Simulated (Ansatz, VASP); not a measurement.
# Two plane-wave programs on BP

The input INCAR:

```
SYSTEM = BP
  PREC = Accurate
  ENCUT = 520
  EDIFF = 1E-6
  ISMEAR = 0
  SIGMA = 0.05
  LREAL = .FALSE.
  LASPH = .TRUE.
  NELM = 60
  ALGO = Normal
  ISIF = 2
  LWAVE = .FALSE.
  LCHARG = .TRUE.
  GGA = PE
  LELF = .TRUE.
  LVHAR = .TRUE.
  NBANDS = 11
```

Contents of KPOINTS:

```
Automatic mesh
0
G
  10 10 10
  0 0 0
```

Contents of POSCAR:

```
BP
1.0
    0.0000000000      2.4505200000      2.4505200000
    2.4505200000      0.0000000000      2.4505200000
    2.4505200000      2.4505200000      0.0000000000
B P
1 1
Direct
    0.0000000000      0.0000000000      0.0000000000
    0.7500000000      0.7500000000      0.7500000000
```

Input for Ansatz:

```yaml
crystal:
  lattice:
    - [0.0, 2.45052, 2.45052]
    - [2.45052, 0.0, 2.45052]
    - [2.45052, 2.45052, 0.0]
  atoms:
    - { symbol: B, position: [0.0, 0.0, 0.0] }
    - { symbol: P, position: [0.75, 0.75, 0.75] }
basis:
  ecutwfc: 420
kpoints:
  mp_grid: { grid: [10, 10, 10] }
hamiltonian:
  xc: pbe
scf:
  occupations: { method: gaussian, width: 0.05 }
output:
  forces: true
  stress: true
  eigenvalues: true
```

Change from the starting cell: strain +0.080 along x and y, +0.080 along z, atoms carried along.

Alike in both runs: task single point; functional PBE; k mesh 10 × 10 × 10; occupations gaussian, width 0.05 eV; no spin polarisation.

```csv
,VASP,Ansatz
version,VASP 6.6.1,Ansatz 0.2.0
potentials or method,"VASP PAW PBE potentials, release 64 (B, P), cutoff 520 eV","scalar-relativistic, plane waves, PAW"
valence electrons in the cell,8,8
```

Ansatz gave:

* gap on the k mesh at the Fermi level (eV): 1.52
* least direct gap on the mesh (eV): 3.14
* pressure (GPa): -23.4

Task: Estimate VASP's values.

Result: gap on the k mesh at the Fermi level (eV): 1.52; least direct gap on the mesh (eV): 3.14; pressure (GPa): -23.5.
